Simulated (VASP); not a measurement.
Set up this calculation in VASP 6.6.1, as the native input.

* Task: single point
* Functional: r2SCAN
* Potentials or basis: VASP PAW PBE potentials, release 64 (Au)
* Cutoff: 520 eV
* k mesh: 18 × 18 × 18
* Occupations: gaussian, width 0.1 eV
* Spin: no spin polarisation
* Dipole correction: no
* Further INCAR settings: ALGO = Normal; EDIFF = 1e-06; NBANDS = 12

Crystal: Au.

```
Au
1.0
     0.00000    2.06217    2.06217
     2.06217    0.00000    2.06217
     2.06217    2.06217    0.00000
Au
1
Direct
  0.00000 0.00000 0.00000
```

The input as run:

POSCAR

```
Au
1.0
    0.0000000000      2.0621708812      2.0621708812
    2.0621708812      0.0000000000      2.0621708812
    2.0621708812      2.0621708812      0.0000000000
Au
1
Direct
    0.0000000000      0.0000000000      0.0000000000
```

INCAR.step1

```
PREC = Accurate
ENCUT = 520
ISMEAR = 0
SIGMA = 0.1
LREAL = F
LASPH = T
NELM = 80
NBANDS = 12
GGA = PE
ALGO = Normal
EDIFF = 1E-4
LWAVE = T
LCHARG = F
```

INCAR.step2

```
PREC = Accurate
ENCUT = 520
EDIFF = 1E-6
ISMEAR = 0
SIGMA = 0.1
LREAL = F
LASPH = T
NELM = 80
ALGO = Normal
ISIF = 2
LWAVE = F
LCHARG = T
METAGGA = R2SCAN
LMIXTAU = T
LELF = T
LVHAR = T
NBANDS = 12
ISTART = 1
```

KPOINTS

```
regular mesh
0
Gamma
  18 18 18
```

Potentials or basis: VASP PAW PBE potentials, release 64 (Au).

Launch:

```console
$ cat potpaw_PBE.64/Au/POTCAR > POTCAR
$ cp INCAR.step1 INCAR
$ mpirun -np 1 vasp_std > vasp.out
$ cp INCAR.step2 INCAR
$ mpirun -np 1 vasp_std > vasp.out
```

Results of the run:

```json
{
  "Pressure": "0.3 GPa"
}
```

Caveat: the PAW data sets were made with another functional, which shifts forces and pressure a little.

Run time: 62 s on 1 thread of Intel(R) Xeon(R) Platinum 8559C (Emerald Rapids) (shared host), peak memory 0.17 GiB.
